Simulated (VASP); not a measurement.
# Ba2O (antifluorite type) (Fm-3m) in VASP: a series of runs

The runs below take Ba2O (antifluorite type) through single point, with PBE.

Program: VASP 6.6.1. These are calculated values, not measurements. Logs are shortened: lines on timing, memory, paths and dates and some standing lists are left out, and cuts for length are marked.

### 1 The cell of the first run

Symmetry: Fm-3m, No. 225, cubic system. The conventional cell has a = 6.788 Å, b = 6.788 Å, c = 6.788 Å, α = 90.00°, β = 90.00°, γ = 90.00°. Within 3.9 Å of Ba (site symmetry -43m) lie 4 O at 2.94 Å and 6 Ba at 3.39 Å. O (site symmetry m-3m) has 8 Ba at 2.94 Å within 3.9 Å.

### 2 Single point, PBE

INCAR

```
SYSTEM = Ba2O
ALGO = Normal
EDIFF = 1E-6
ENCUT = 520
GGA = PE
ISIF = 2
ISMEAR = -1
LASPH = .TRUE.
LCHARG = .FALSE.
LREAL = .FALSE.
LWAVE = .FALSE.
NBANDS = 20
NELM = 100
PREC = Accurate
SIGMA = 0.06122561905347299
```

KPOINTS

```
k-points
0
G
  14 14 14
  0 0 0
```

POSCAR

```
Ba2O
1.0
    0.0000000000      3.3942408818      3.3942408818
    3.3942408818      0.0000000000      3.3942408818
    3.3942408818      3.3942408818      0.0000000000
Ba O
2 1
Direct
    0.2500000000      0.2500000000      0.2500000000
    0.7500000000      0.7500000000      0.7500000000
    0.0000000000      0.0000000000      0.0000000000
```

Potentials or basis: VASP PAW PBE potentials, release 64 (Ba_sv, O).

Run with:

```bash
$ cat potpaw_PBE.64/Ba_sv/POTCAR potpaw_PBE.64/O/POTCAR > POTCAR
$ mpirun -np 1 vasp_std > vasp.out
```

OUTCAR:

```text
SYSTEM = Ba2O
   EDIFF = 1E-6
   ENCUT = 520
   GGA = PE
   ISIF = 2
   ISMEAR = -1
   LASPH = .TRUE.
   LREAL = .FALSE.
   NELM = 100
   PREC = Accurate

 ion  position               nearest neighbor table
   1  0.250  0.250  0.250-   3 2.94   3 2.94   3 2.94   3 2.94   2 3.39   2 3.39   2 3.39   2 3.39
                             2 3.39   2 3.39
   2  0.750  0.750  0.750-   3 2.94   3 2.94   3 2.94   3 2.94   1 3.39   1 3.39   1 3.39   1 3.39
                             1 3.39   1 3.39
   3  0.000  0.000  0.000-   2 2.94   2 2.94   2 2.94   1 2.94   2 2.94   1 2.94   1 2.94   1 2.94

  LATTYP: Found a face centered cubic cell.
 ALAT       =     6.7884817636

  Lattice vectors:

 A1 = (   0.0000000000,   3.3942408818,   3.3942408818)
 A2 = (   3.3942408818,   0.0000000000,   3.3942408818)
 A3 = (   3.3942408818,   3.3942408818,   0.0000000000)

Analysis of symmetry for initial positions (statically):
=====================================================================
 Subroutine PRICEL returns:
 Original cell was already a primitive cell.

 Routine SETGRP: Setting up the symmetry group for a
 face centered cubic supercell.

 Subroutine GETGRP returns: Found 48 space group operations
 (whereof 48 operations were pure point group operations)
 out of a pool of 48 trial point group operations.

The static configuration has the point symmetry O_h .

Analysis of symmetry for dynamics (positions and initial velocities):
=====================================================================
 Subroutine PRICEL returns:
 Original cell was already a primitive cell.

 Routine SETGRP: Setting up the symmetry group for a
 face centered cubic supercell.

 Subroutine GETGRP returns: Found 48 space group operations
 (whereof 48 operations were pure point group operations)
 out of a pool of 48 trial point group operations.

The dynamic configuration has the point symmetry O_h .

 Subroutine INISYM returns: Found 48 space group operations
 (whereof 48 operations are pure point group operations),
 and found     1 'primitive' translations

----------------------------------------------------------------------------------------

                                     Primitive cell

  volume of cell :      78.2092

  direct lattice vectors                    reciprocal lattice vectors
     0.000000000  3.394240882  3.394240882    -0.147308343  0.147308343  0.147308343
     3.394240882  0.000000000  3.394240882     0.147308343 -0.147308343  0.147308343
     3.394240882  3.394240882  0.000000000     0.147308343  0.147308343 -0.147308343

  length of vectors
     4.800181489  4.800181489  4.800181489     0.255145534  0.255145534  0.255145534

  position of ions in fractional coordinates (direct lattice)
     0.250000000  0.250000000  0.250000000
     0.750000000  0.750000000  0.750000000
     0.000000000  0.000000000  0.000000000

  ion indices of the primitive-cell ions
   primitive index   ion index
                 1           1
                 2           2
                 3           3

----------------------------------------------------------------------------------------

 KPOINTS: k-points

Automatic generation of k-mesh.
 Grid dimensions read from file:
 generate k-points for:   14   14   14

 Generating k-lattice:

  Cartesian coordinates                     Fractional coordinates (reciprocal lattice)
    -0.010522024  0.010522024  0.010522024     0.071428571  0.000000000  0.000000000
     0.010522024 -0.010522024  0.010522024     0.000000000  0.071428571  0.000000000
     0.010522024  0.010522024 -0.010522024     0.000000000  0.000000000  0.071428571

  Length of vectors
     0.018224681  0.018224681  0.018224681

  Shift w.r.t. Gamma in fractional coordinates (k-lattice)
     0.000000000  0.000000000  0.000000000

 Subroutine IBZKPT returns following result:
 ===========================================

 Found    104 irreducible k-points:

 Following reciprocal coordinates:
            Coordinates               Weight
  0.000000  0.000000  0.000000      1.000000
  0.071429  0.000000  0.000000      8.000000
  0.142857  0.000000  0.000000      8.000000
  0.214286  0.000000  0.000000      8.000000
  0.285714  0.000000  0.000000      8.000000
  0.357143  0.000000  0.000000      8.000000
[... 16 lines left out ...]
  0.214286  0.142857  0.000000     24.000000
  0.285714  0.142857  0.000000     24.000000
 [... further k-points ...]
   k-points           NKPTS =    104   k-points in BZ     NKDIM =    104   number of bands    NBANDS=     20
   number of dos      NEDOS =    301   number of ions     NIONS =      3
   total plane-waves  NPLWV =  46656
   dimension x,y,z NGX =    36 NGY =   36 NGZ =   36
   dimension x,y,z NGXF=    72 NGYF=   72 NGZF=   72
   ions per type =               2   1
   NGX,Y,Z   is equivalent  to a cutoff of  12.47, 12.47, 12.47 a.u.
   NGXF,Y,Z  is equivalent  to a cutoff of  24.94, 24.94, 24.94 a.u.
 SYSTEM =  Ba2O
   PREC   = accura    normal or accurate (medium, high low for compatibility)
   ISTART =      0    job   : 0-new  1-cont  2-samecut
   ICHARG =      2    charge: 1-file 2-atom 10-const
   ISPIN  =      1    spin polarized calculation?
   LNONCOLLINEAR =      F non collinear calculations
   LSORBIT =      F    spin-orbit coupling
   LASPH  =      T    aspherical Exc in radial PAW
   ENCUT  =  520.0 eV  38.22 Ry    6.18 a.u.   8.93  8.93  8.93*2*pi/ulx,y,z
   NELM   =    100;   NELMIN=  2; NELMDL= -5     # of ELM steps
   EDIFF  = 0.1E-05   stopping-criterion for ELM
   LREAL  =      F    real-space projection
   EDIFFG = 0.1E-04   stopping-criterion for IOM
   NSW    =      0    number of steps for IOM
   IBRION =     -1    ionic relax: 0-MD 1-quasi-New 2-CG
   NFREE  =      0    steps in history (QN), initial steepest desc. (CG)
   ISIF   =      2    stress and relaxation
   ISYM   =      2    0-nonsym 1-usesym 2-fastsym
   POTIM  = 0.5000    time-step for ionic-motion
   TEBEG  =    0.0;   TEEND  =   0.0 temperature during run
   PSTRESS=    0.0 pullay stress
   NELECT =      26.0000    total number of electrons
   NUPDOWN=      -1.0000    fix difference up-down
   EMIN   =  10.00;   EMAX   =-10.00  energy-range for DOS
   EFERMI =   0.00;   METHOD = LEGACY
   ISMEAR =    -1;   SIGMA  =   0.06  broadening in eV -4-tet -1-fermi 0-gaus
   EFERMI_NEDOS =   21; number of points for ismear=-14 and -15
   IALGO  =     38    algorithm
   IMIX   =      4    mixing-type and parameters
     AMIX     =   0.40;   BMIX     =  1.00
     AMIX_MAG =   1.60;   BMIX_MAG =  1.00
  volume/ion in A,a.u.               =      26.07       175.93
  Fermi-wavevector in a.u.,A,eV,Ry     =   1.134088  2.143115 17.499198  1.286155
  Thomas-Fermi vector in A             =   2.270791
   LORBIT       =      0    0 simple, 1 ext, 2 COOP (PROOUT), +10 PAW based schemes
   GGA     = PE    functional components
   LHFCALC =     F    Hartree Fock is set to
   AEXX    =    0.0000 exact exchange contribution
   IVDW    =     0    specifies the selected vdW correction
   LEPSILON=     F    determine dielectric tensor
   LRPA    =     F    only Hartree local field effects (RPA)
 non-spin polarized calculation
  energy-cutoff  :      520.00
  volume of cell :       78.21
 maximum number of plane-waves:      2134
   NGX = 17   NGY = 17   NGZ = 17

 number of electron      26.0000006 magnetization

 Free energy of the ion-electron system (eV)
  ---------------------------------------------------
  ext. energy  EPLUGINS =         0.00000000
  ---------------------------------------------------
  free energy    TOTEN  =       -11.98382372 eV

  energy without entropy =      -11.95578991  energy(sigma->0) =      -11.96980682

 E-fermi :   4.2899     XC(G=0):  -9.6474

 val. band max:        4.2807993924   @ k =  -0.2143   0.1429   0.0000
 cond. band min:       4.2926775927   @ k =  -0.1429   0.2143   0.0714
 fundamental gap:      0.0118782002
 Fermi energy:         4.2899390493

 k-point     1 :       0.0000    0.0000    0.0000
  band No.  band energies     occupation
      1     -24.8776      2.00000
      2     -24.0025      2.00000
      3     -13.2514      2.00000
      4     -10.3892      2.00000
      5     -10.3892      2.00000
      6     -10.3892      2.00000
[... 12 lines left out ...]
     19      11.6075      0.00000
     20      11.6075      0.00000

 k-point     2 :       0.0714    0.0000    0.0000
  band No.  band energies     occupation
      1     -24.8666      2.00000
      2     -24.0134      2.00000
      3     -13.2650      2.00000
      4     -10.3822      2.00000
      5     -10.3766      2.00000
      6     -10.3766      2.00000
[... 12 lines left out ...]
     19      11.4894      0.00000
     20      11.5017      0.00000

 k-point     3 :       0.1429    0.0000    0.0000
  band No.  band energies     occupation
      1     -24.8340      2.00000
      2     -24.0456      2.00000
      3     -13.3037      2.00000
      4     -10.3558      2.00000
      5     -10.3386      2.00000
      6     -10.3386      2.00000
[... 12 lines left out ...]
     19      11.1510      0.00000
     20      11.1543      0.00000

 k-point     4 :       0.2143    0.0000    0.0000
  band No.  band energies     occupation
      1     -24.7816      2.00000
      2     -24.0975      2.00000
      3     -13.3614      2.00000
      4     -10.2995      2.00000
      5     -10.2753      2.00000
      6     -10.2753      2.00000
[... 429 lines left out ...]
 k-point    23 :       0.2143    0.1429    0.0000
  band No.  band energies     occupation
      1     -24.7860      2.00000
      2     -24.0908      2.00000
      3     -13.3693      2.00000
      4     -10.4885      2.00000
      5     -10.4876      2.00000
      6      -9.9013      2.00000
[... 12 lines left out ...]
     19      10.3503      0.00000
     20      10.5960      0.00000

 k-point    24 :       0.2857    0.1429    0.0000
  band No.  band energies     occupation
      1     -24.7326      2.00000
      2     -24.1424      2.00000
      3     -13.4308      2.00000
      4     -10.4762      2.00000
      5     -10.4694      2.00000
      6      -9.7334      2.00000
[... 12 lines left out ...]
     19       9.4040      0.00000
     20      10.0811      0.00000

 [... further k-points ...]

------------------------ aborting loop because EDIFF is reached ----------------------------------------

  FORCE on cell =-STRESS in cart. coord.  units (eV):
  Direction    XX          YY          ZZ          XY          YZ          ZX
  --------------------------------------------------------------------------------------
  -------------------------------------------------------------------------------------
  Total        1.1574808      1.1574808      1.1574808     -0.0000000     -0.0000000      0.0000000
  in kB       23.7119028     23.7119028     23.7119028     -0.0000000     -0.0000000      0.0000000
  external PRESSURE =      23.7119028 kB  Pullay stress =       0.0000000 kB

 VOLUME and BASIS-vectors are now :
 -----------------------------------------------------------------------------
  energy-cutoff  :      520.00
  volume of cell :       78.21
      direct lattice vectors                 reciprocal lattice vectors
     0.000000000  3.394240882  3.394240882    -0.147308343  0.147308343  0.147308343
     3.394240882  0.000000000  3.394240882     0.147308343 -0.147308343  0.147308343
     3.394240882  3.394240882  0.000000000     0.147308343  0.147308343 -0.147308343

 POSITION                                       TOTAL-FORCE (eV/Angst)
 -----------------------------------------------------------------------------------
      1.69712      1.69712      1.69712        -0.000000      0.000000     -0.000000
      5.09136      5.09136      5.09136         0.000000     -0.000000     -0.000000
      0.00000      0.00000      0.00000         0.000000      0.000000      0.000000
 -----------------------------------------------------------------------------------
    total drift:                                0.000000      0.000000      0.000000

  FREE ENERGIE OF THE ION-ELECTRON SYSTEM (eV)
  ---------------------------------------------------
  free  energy   TOTEN  =       -11.9838237223 eV

  energy  without entropy=      -11.9557899089  energy(sigma->0) =      -11.96980682
```

It took 92 s on 1 thread of AMD EPYC 9R45 (Zen 5), shared host; peak memory 0.27 GiB.

Results:

```
Free energy            : -11.9838 eV
Pressure               : 2.4 GPa
Band gap on the k mesh : zero (bands 13 and 14 overlap by 0.62 eV)
```

Caveat: spin-orbit coupling is left out, which moves the levels of the heavy elements.

### 3 Single point, PBE

INCAR

```
ALGO     = Normal         # electronic algorithm
EDIFF    = 1E-6           # SCF threshold, eV
ENCUT    = 520            # plane-wave cutoff, eV
GGA      = PE             # functional
ISIF     = 2              # what is computed and relaxed
ISMEAR   = -1             # smearing method
LASPH    = T              # aspherical terms in the spheres
LCHARG   = F              # write CHGCAR
LREAL    = F              # projectors in reciprocal space
LWAVE    = F              # write WAVECAR
NBANDS   = 20             # bands
NELM     = 80             # most SCF steps
PREC     = Accurate       # precision mode
SIGMA    = 0.06122561905347299 # smearing width, eV
```

KPOINTS

```
k-points
0
Gamma
  14 14 14
```

POSCAR is that of step 2.

Potentials or basis: VASP PAW PBE potentials, release 64 (Ba_sv, O).

Run with:

```bash
$ cat potpaw_PBE.64/Ba_sv/POTCAR potpaw_PBE.64/O/POTCAR > POTCAR
$ mpirun -np 1 vasp_std > vasp.out
```

Wall time 93 s (1 thread of AMD EPYC 9R45 (Zen 5), shared host); peak memory 0.27 GiB.

The run converged. Its results:

| Quantity | Value |
| --- | --- |
| Free energy | -11.9838 eV |
| Pressure | 2.4 GPa |
| Band gap on the k mesh | zero (bands 13 and 14 overlap by 0.62 eV) |

Levels at points of the mesh, in eV from the Fermi level:
| k point | band 10 | band 11 | band 12 | band 13 | band 14 | band 15 | band 16 | band 17 |
| --- | --- | --- | --- | --- | --- | --- | --- | --- |
| (0.00, 0.00, 0.00) | -4.20 | -4.20 | -4.20 | -1.06 | -0.54 | -0.54 | 1.88 | 1.88 |
| (0.50, 0.00, 0.00) | -3.54 | -3.54 | -3.25 | 0.06 | 1.86 | 1.86 | 3.25 | 3.45 |
| (0.50, 0.50, 0.00) | -3.91 | -3.15 | -3.15 | -1.26 | 0.40 | 1.24 | 1.97 | 3.95 |

Caveat: spin-orbit coupling is left out, which moves the levels of the heavy elements.

### 4 Single point, PBE

This run uses another cell than the first one, of 26.60 Å³/atom.

INCAR

```
PREC = Accurate ; ENCUT = 520
EDIFF = 1E-6 ; ISMEAR = -1
SIGMA = 0.06122561905347299 ; LREAL = False
LASPH = True ; NELM = 80
ALGO = Normal ; ISIF = 2
LWAVE = False ; LCHARG = False
GGA = PE ; NBANDS = 20
```

KPOINTS

```
regular mesh
0
Gamma
  14 14 14
```

POSCAR

```
Ba2O
1.0
    0.0000000000      3.4171756375      3.4171756375
    3.4171756375      0.0000000000      3.4171756375
    3.4171756375      3.4171756375      0.0000000000
Ba O
2 1
Direct
    0.2500000000      0.2500000000      0.2500000000
    0.7500000000      0.7500000000      0.7500000000
    0.0000000000      0.0000000000      0.0000000000
```

Run with:

```bash
$ cat potpaw_PBE.64/Ba_sv/POTCAR potpaw_PBE.64/O/POTCAR > POTCAR
$ mpirun -np 1 vasp_std > vasp.out
```

It took 95 s on 1 thread of AMD EPYC 9R45 (Zen 5), shared host; peak memory 0.27 GiB.

It converged, with:

```
Free energy            : -12.0036 eV
Pressure               : 1.5 GPa
Band gap on the k mesh : zero (bands 13 and 14 overlap by 0.59 eV)
```

Levels at points of the mesh, in eV from the Fermi level:
| k point | band 11 | band 12 | band 13 | band 14 | band 15 | band 16 |
| --- | --- | --- | --- | --- | --- | --- |
| (0.00, 0.00, 0.00) | -4.11 | -4.11 | -1.11 | -0.51 | -0.51 | 1.85 |
| (0.50, 0.00, 0.00) | -3.48 | -3.22 | 0.06 | 1.84 | 1.84 | 3.14 |
| (0.50, 0.50, 0.00) | -3.11 | -3.11 | -1.22 | 0.41 | 1.20 | 1.90 |

Caveat: spin-orbit coupling is left out, which moves the levels of the heavy elements.

(Part 1 of 2 ends here.)
